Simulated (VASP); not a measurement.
# Zn2S (P4/mmm) in VASP: single point with PBE

Aim: the single point of Zn2S with PBE.

Everything below comes from runs of VASP 6.6.1. Logs are shortened: lines on timing, memory, paths and dates and some standing lists are left out, and cuts for length are marked.

### Step 1. The cell of the first run

The structure is tetragonal, space group P4/mmm (No. 123). The conventional cell has a = 4.791 Å, b = 4.791 Å, c = 4.003 Å, α = 90.00°, β = 90.00°, γ = 90.00°. Within 3.2 Å of Zn (site symmetry mmm) lie 2 S at 2.40 Å. Within 3.2 Å of S (site symmetry 4/mmm) lie 4 Zn at 2.40 Å.

### Step 2. Single point, PBE

File POSCAR:

```
Zn2S
1.0
    4.7910343238      0.0000000000      0.0000000000
    0.0000000000      4.7910343238      0.0000000000
    0.0000000000      0.0000000000      4.0029997461
Zn S
2 1
Direct
    0.0000000000      0.5000000000      0.0000000000
    0.5000000000      0.0000000000      0.0000000000
    0.5000000000      0.5000000000      0.0000000000
```

File INCAR.step1:

```
PREC = Accurate
ENCUT = 520
EDIFF = 1E-6
ISMEAR = 0
SIGMA = 0.1
LREAL = F
LASPH = T
NELM = 80
ALGO = Normal
ISIF = 2
LWAVE = F
LCHARG = T
GGA = PE
NBANDS = 22
```

File KPOINTS.step1:

```
Automatic mesh
0
Gamma
  10 10 12
```

File INCAR.step2:

```
PREC = Accurate
ENCUT = 520
EDIFF = 1E-6
ISMEAR = -5
SIGMA = 0.1
LREAL = F
LASPH = T
NELM = 80
ALGO = Normal
ISIF = 2
LWAVE = F
LCHARG = F
GGA = PE
LORBIT = 11
NEDOS = 2001
ICHARG = 11
```

File KPOINTS.step2:

```
Automatic mesh
0
Gamma
  15 15 18
```

Potentials or basis: VASP PAW PBE potentials, release 64 (Zn, S).

Command:

```sh
cat potpaw_PBE.64/Zn/POTCAR potpaw_PBE.64/S/POTCAR > POTCAR
cp INCAR.step1 INCAR
cp KPOINTS.step1 KPOINTS
mpirun -np 1 vasp_std > vasp.out
cp INCAR.step2 INCAR
cp KPOINTS.step2 KPOINTS
mpirun -np 1 vasp_std > vasp.out
```

OUTCAR:

```text
PREC = Accurate
   ENCUT = 520
   EDIFF = 1E-6
   ISMEAR = -5
   LREAL = F
   LASPH = T
   NELM = 80
   ISIF = 2
   GGA = PE
   LORBIT = 11
   ICHARG = 11

 ion  position               nearest neighbor table
   1  0.000  0.500  0.000-   3 2.40   3 2.40
   2  0.500  0.000  0.000-   3 2.40   3 2.40
   3  0.500  0.500  0.000-   1 2.40   2 2.40   2 2.40   1 2.40

  LATTYP: Found a simple tetragonal cell.
 ALAT       =     4.7910343238
 C/A-ratio  =     0.8355189038

  Lattice vectors:

 A1 = (   4.7910343238,   0.0000000000,   0.0000000000)
 A2 = (   0.0000000000,   4.7910343238,   0.0000000000)
 A3 = (   0.0000000000,   0.0000000000,   4.0029997461)

Analysis of symmetry for initial positions (statically):
=====================================================================
 Subroutine PRICEL returns:
 Original cell was already a primitive cell.

 Routine SETGRP: Setting up the symmetry group for a
 simple tetragonal supercell.

 Subroutine GETGRP returns: Found 16 space group operations
 (whereof 16 operations were pure point group operations)
 out of a pool of 16 trial point group operations.

The static configuration has the point symmetry D_4h.

Analysis of symmetry for dynamics (positions and initial velocities):
=====================================================================
 Subroutine PRICEL returns:
 Original cell was already a primitive cell.

 Routine SETGRP: Setting up the symmetry group for a
 simple tetragonal supercell.

 Subroutine GETGRP returns: Found 16 space group operations
 (whereof 16 operations were pure point group operations)
 out of a pool of 16 trial point group operations.

The dynamic configuration has the point symmetry D_4h.

 Subroutine INISYM returns: Found 16 space group operations
 (whereof 16 operations are pure point group operations),
 and found     1 'primitive' translations

----------------------------------------------------------------------------------------

                                     Primitive cell

  volume of cell :      91.8849

  direct lattice vectors                    reciprocal lattice vectors
     4.791034324  0.000000000  0.000000000     0.208723197  0.000000000  0.000000000
     0.000000000  4.791034324  0.000000000     0.000000000  0.208723197  0.000000000
     0.000000000  0.000000000  4.002999746     0.000000000  0.000000000  0.249812656

  length of vectors
     4.791034324  4.791034324  4.002999746     0.208723197  0.208723197  0.249812656

  position of ions in fractional coordinates (direct lattice)
     0.000000000  0.500000000  0.000000000
     0.500000000  0.000000000  0.000000000
     0.500000000  0.500000000  0.000000000

  ion indices of the primitive-cell ions
   primitive index   ion index
                 1           1
                 2           2
                 3           3

----------------------------------------------------------------------------------------

 KPOINTS: Automatic mesh

Automatic generation of k-mesh.
 Grid dimensions read from file:
 generate k-points for:   15   15   18

 Generating k-lattice:

  Cartesian coordinates                     Fractional coordinates (reciprocal lattice)
     0.013914880  0.000000000  0.000000000     0.066666667  0.000000000  0.000000000
     0.000000000  0.013914880  0.000000000     0.000000000  0.066666667  0.000000000
     0.000000000  0.000000000  0.013878481     0.000000000  0.000000000  0.055555556

  Length of vectors
     0.013914880  0.013914880  0.013878481

  Shift w.r.t. Gamma in fractional coordinates (k-lattice)
     0.000000000  0.000000000  0.000000000

 TETIRR: Found   6057 inequivalent tetrahedra from    24300

 Subroutine IBZKPT returns following result:
 ===========================================

 Found    360 irreducible k-points:

 Following reciprocal coordinates:
            Coordinates               Weight
  0.000000  0.000000  0.000000      1.000000
  0.066667  0.000000  0.000000      4.000000
  0.133333  0.000000  0.000000      4.000000
  0.200000  0.000000  0.000000      4.000000
  0.266667  0.000000  0.000000      4.000000
  0.333333  0.000000  0.000000      4.000000
[... 16 lines left out ...]
  0.266667  0.200000  0.000000      8.000000
  0.333333  0.200000  0.000000      8.000000
 [... further k-points ...]
   k-points           NKPTS =    360   k-points in BZ     NKDIM =    360   number of bands    NBANDS=     19
   number of dos      NEDOS =   2001   number of ions     NIONS =      3
   total plane-waves  NPLWV =  38880
   dimension x,y,z NGX =    36 NGY =   36 NGZ =   30
   dimension x,y,z NGXF=    72 NGYF=   72 NGZF=   60
   ions per type =               2   1
   NGX,Y,Z   is equivalent  to a cutoff of  12.49, 12.49, 12.46 a.u.
   NGXF,Y,Z  is equivalent  to a cutoff of  24.98, 24.98, 24.92 a.u.
 SYSTEM =  unknown system
   PREC   = accura    normal or accurate (medium, high low for compatibility)
   ISTART =      0    job   : 0-new  1-cont  2-samecut
   ICHARG =     11    charge: 1-file 2-atom 10-const
   ISPIN  =      1    spin polarized calculation?
   LNONCOLLINEAR =      F non collinear calculations
   LSORBIT =      F    spin-orbit coupling
   LASPH  =      T    aspherical Exc in radial PAW
   ENCUT  =  520.0 eV  38.22 Ry    6.18 a.u.   8.91  8.91  7.44*2*pi/ulx,y,z
   NELM   =     80;   NELMIN=  2; NELMDL=  0     # of ELM steps
   EDIFF  = 0.1E-05   stopping-criterion for ELM
   LREAL  =      F    real-space projection
   EDIFFG = 0.1E-04   stopping-criterion for IOM
   NSW    =      0    number of steps for IOM
   IBRION =     -1    ionic relax: 0-MD 1-quasi-New 2-CG
   NFREE  =      0    steps in history (QN), initial steepest desc. (CG)
   ISIF   =      2    stress and relaxation
   ISYM   =      2    0-nonsym 1-usesym 2-fastsym
   POTIM  = 0.5000    time-step for ionic-motion
   TEBEG  =    0.0;   TEEND  =   0.0 temperature during run
   PSTRESS=    0.0 pullay stress
   NELECT =      30.0000    total number of electrons
   NUPDOWN=      -1.0000    fix difference up-down
   EMIN   =  10.00;   EMAX   =-10.00  energy-range for DOS
   EFERMI =   0.00;   METHOD = LEGACY
   ISMEAR =    -5;   SIGMA  =   0.10  broadening in eV -4-tet -1-fermi 0-gaus
   EFERMI_NEDOS =   21; number of points for ismear=-14 and -15
   IALGO  =     38    algorithm
   IMIX   =      4    mixing-type and parameters
     AMIX     =   0.40;   BMIX     =  1.00
     AMIX_MAG =   1.60;   BMIX_MAG =  1.00
  volume/ion in A,a.u.               =      30.63       206.69
  Fermi-wavevector in a.u.,A,eV,Ry     =   1.127285  2.130260 17.289907  1.270772
  Thomas-Fermi vector in A             =   2.263971
   LORBIT       =     11    0 simple, 1 ext, 2 COOP (PROOUT), +10 PAW based schemes
   GGA     = PE    functional components
   LHFCALC =     F    Hartree Fock is set to
   AEXX    =    0.0000 exact exchange contribution
   IVDW    =     0    specifies the selected vdW correction
   LEPSILON=     F    determine dielectric tensor
   LRPA    =     F    only Hartree local field effects (RPA)
 non-spin polarized calculation
 Fermi weights with tetrahedron method with Bloechl corrections
  energy-cutoff  :      520.00
  volume of cell :       91.88
 maximum number of plane-waves:      2508
 NGX is ok and might be reduce to    36

 number of electron      30.0000079 magnetization

 Free energy of the ion-electron system (eV)
  ---------------------------------------------------
  ext. energy  EPLUGINS =         0.00000000
  ---------------------------------------------------
  free energy    TOTEN  =        -5.34557053 eV

  energy without entropy =       -5.34557053  energy(sigma->0) =       -5.34557053

 E-fermi :   0.6928     XC(G=0):  -7.7353

 val. band max:        0.7353691518   @ k =   0.4667   0.2667   0.1667
 cond. band min:       0.6552315916   @ k =   0.2000   0.2000   0.1667
 fundamental gap:     -0.0801375602
 Fermi energy:         0.6928331647

 k-point     1 :       0.0000    0.0000    0.0000
  band No.  band energies     occupation
      1     -13.2114      2.00000
      2      -6.7853      2.00000
      3      -6.6700      2.00000
      4      -6.6367      2.00000
      5      -6.6000      2.00000
      6      -6.6000      2.00000
[... 11 lines left out ...]
     18       4.9886      0.00000
     19       5.7199      0.00000

 k-point     2 :       0.0667    0.0000    0.0000
  band No.  band energies     occupation
      1     -13.2023      2.00000
      2      -6.7839      2.00000
      3      -6.6679      2.00000
      4      -6.6518      2.00000
      5      -6.6005      2.00000
      6      -6.5992      2.00000
[... 11 lines left out ...]
     18       4.8717      0.00000
     19       5.7427      0.00000

 k-point     3 :       0.1333    0.0000    0.0000
  band No.  band energies     occupation
      1     -13.1763      2.00000
      2      -6.7795      2.00000
      3      -6.7034      2.00000
      4      -6.6620      2.00000
      5      -6.6019      2.00000
      6      -6.5966      2.00000
[... 11 lines left out ...]
     18       4.5842      0.00000
     19       5.8083      0.00000

 k-point     4 :       0.2000    0.0000    0.0000
  band No.  band energies     occupation
      1     -13.1371      2.00000
      2      -6.8016      2.00000
      3      -6.7722      2.00000
      4      -6.6527      2.00000
      5      -6.6041      2.00000
      6      -6.5924      2.00000
[... 407 lines left out ...]
     18       5.8818      0.00000
     19       6.0938      0.00000

 k-point    23 :       0.2667    0.2000    0.0000
  band No.  band energies     occupation
      1     -13.0143      2.00000
      2      -7.0108      2.00000
      3      -6.8544      2.00000
      4      -6.6418      2.00000
      5      -6.6272      2.00000
      6      -6.5826      2.00000
[... 11 lines left out ...]
     18       5.9384      0.00000
     19       6.0203      0.00000

 k-point    24 :       0.3333    0.2000    0.0000
  band No.  band energies     occupation
      1     -12.9674      2.00000
      2      -7.1444      2.00000
      3      -6.8814      2.00000
      4      -6.6513      2.00000
      5      -6.6249      2.00000
      6      -6.5906      2.00000
[... 11 lines left out ...]
     18       5.7119      0.00000
     19       5.9668      0.00000

 [... further k-points ...]

------------------------ aborting loop because EDIFF is reached ----------------------------------------

  FORCE on cell =-STRESS in cart. coord.  units (eV):
  Direction    XX          YY          ZZ          XY          YZ          ZX
  --------------------------------------------------------------------------------------
  -------------------------------------------------------------------------------------
  Total       -0.0315054     -0.0315054      0.0458827      0.0000000      0.0000000      0.0000000
  in kB       -0.5493534     -0.5493534      0.8000475      0.0000000      0.0000000      0.0000000
  external PRESSURE =      -0.0995531 kB  Pullay stress =       0.0000000 kB

 VOLUME and BASIS-vectors are now :
 -----------------------------------------------------------------------------
  energy-cutoff  :      520.00
  volume of cell :       91.88
      direct lattice vectors                 reciprocal lattice vectors
     4.791034324  0.000000000  0.000000000     0.208723197  0.000000000  0.000000000
     0.000000000  4.791034324  0.000000000     0.000000000  0.208723197  0.000000000
     0.000000000  0.000000000  4.002999746     0.000000000  0.000000000  0.249812656

 POSITION                                       TOTAL-FORCE (eV/Angst)
 -----------------------------------------------------------------------------------
      0.00000      2.39552      0.00000         0.000000      0.000000      0.000000
      2.39552      0.00000      0.00000         0.000000      0.000000      0.000000
      2.39552      2.39552      0.00000         0.000000      0.000000      0.000000
 -----------------------------------------------------------------------------------
    total drift:                                0.000000     -0.000000     -0.000000

  FREE ENERGIE OF THE ION-ELECTRON SYSTEM (eV)
  ---------------------------------------------------
  free  energy   TOTEN  =        -5.3455705264 eV

  energy  without entropy=       -5.3455705264  energy(sigma->0) =       -5.34557053

 total charge

# of ion       s       p       d       tot
------------------------------------------
    1        0.690   0.216   9.748  10.653
    2        0.690   0.216   9.748  10.653
    3        1.384   2.273   0.000   3.657
--------------------------------------------------
tot          2.763   2.705  19.496  24.963
```

It took 5.6 min on 1 thread of Intel Xeon Platinum 8259CL at 2.50GHz (Skylake/Cascade Lake), shared host; peak memory 0.63 GiB.

Results:

```yaml
Valence_electrons_inside_the_program's_atomic_spheres: Zn 10.65; S 3.66
```

Caveat: tetrahedron occupations give inexact forces and stress in metals.
